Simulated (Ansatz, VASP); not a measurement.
# RbMn: VASP beside Ansatz

```
CELL_PARAMETERS angstrom
8.51827 0.00000 0.00000
-4.25914 7.37704 0.00000
0.00000 0.00000 5.54766
ATOMIC_POSITIONS crystal
Rb 0.50000 0.00000 0.00000
Rb 0.50000 0.50000 0.00000
Rb 0.00000 0.50000 0.00000
Mn 0.00000 0.00000 0.00000
Mn 0.33333 0.66667 0.50000
Mn 0.66667 0.33333 0.50000
```

Alike in both runs: functional PBE; k mesh 3 × 3 × 4; occupations gaussian, width 0.1 eV; collinear spin.

Ansatz relaxed the structure, and its values are those at the end. VASP's run is a single point on that final structure, the one shown.

|  | VASP | Ansatz |
| --- | --- | --- |
| version | VASP 6.6.1 | Ansatz 0.2.0 |
| potentials or method | VASP PAW PBE potentials, release 64 (Rb_sv, Mn_pv), cutoff 520 eV | scalar-relativistic, plane waves, PAW |
| valence electrons in the cell | 66 | 72 |

|  | VASP | Ansatz | Ansatz less VASP |
| --- | --- | --- | --- |
| gap on the k mesh at the Fermi level (eV) | none | none | - |
| pressure (GPa) | 0.2 | 0.2 | 0.00 |
| net moment per atom (μB) | 2.20 | 2.20 | +0.006 |
| size of the moment on the site where the two differ most (μB) | 4.36 | 4.72 | +0.364 |

Site moments also hang on the region over which each program counts them. A gap of «none» marks a metal or a gap that the smearing closes. VASP's potentials hold 66 valence electrons a cell and Ansatz's 72, so a difference there can come from the potentials and not from the codes.
